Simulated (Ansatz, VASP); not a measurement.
**One calculation of C, two programs**

```
CELL_PARAMETERS angstrom
-2.37424 2.37424 2.44655
2.37424 -2.37424 2.44655
2.37424 2.37424 -2.44655
ATOMIC_POSITIONS crystal
C 0.32547 0.00000 0.00000
C 0.67453 0.67453 0.67453
C 0.00000 0.32547 0.00000
C 0.00000 0.00000 0.32547
C 0.00000 0.67453 0.00000
C 0.32547 0.32547 0.32547
C 0.67453 0.00000 0.00000
C 0.00000 0.00000 0.67453
```

Change from the starting cell: strain -0.015 along x and y, +0.015 along z, atoms carried along.

Alike in both runs: task single point; functional LDA; k mesh 8 × 8 × 8; occupations gaussian, width 0.05 eV; no spin polarisation.

|  | VASP | Ansatz |
| --- | --- | --- |
| version | VASP 6.6.1 | Ansatz 0.2.0 |
| potentials or method | VASP PAW LDA potentials, release 64 (C), cutoff 520 eV | scalar-relativistic, plane waves, PAW |
| valence electrons in the cell | 32 | 32 |

|  | VASP | Ansatz | Ansatz less VASP |
| --- | --- | --- | --- |
| gap on the k mesh at the Fermi level (eV) | 2.62 | 2.63 | +0.012 |
| least direct gap on the mesh (eV) | 3.36 | 3.36 | +0.003 |
| pressure (GPa) | 6.8 | 5.7 | -1.13 |
| traceless stress, the component that is largest in VASP (GPa) | -12.08 | -11.99 | +0.096 |
| rms of the force components (eV/Å) | 0.375 | 0.362 | -0.0130 |

LDA's correlation is that of Perdew and Zunger in VASP and of Perdew and Wang (1992) in Ansatz. Atom by atom the forces differ by 0.032 eV/Å (rms over components).
